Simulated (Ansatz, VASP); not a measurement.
## Ba in VASP and in Ansatz

```
Ba
1.0
     1.97116   -3.68017    0.00000
     1.97116    3.68017    0.00000
     0.00000    0.00000    5.74711
Ba
1
Direct
  0.00000 0.00000 0.00000
```

Change from the starting cell: volume scaled by 1.025.

Alike in both runs: task single point; functional PBE; k mesh 11 × 11 × 7; occupations fermi-dirac, width 0.03 eV; no spin polarisation.

|  | VASP | Ansatz |
| --- | --- | --- |
| version | VASP 6.6.1 | Ansatz 0.2.0 |
| potentials or method | VASP PAW PBE potentials, release 64 (Ba_sv), cutoff 520 eV | all-electron LAPW, scalar-relativistic |

```csv
,VASP,Ansatz,Ansatz less VASP
pressure (GPa),0.5,0.4,-0.04
"traceless stress, the component that is largest in VASP (GPa)",-2.60,-2.55,+0.049
```

Ansatz ran all-electron here, and VASP with PAW potentials.

Spin-orbit coupling is off throughout.
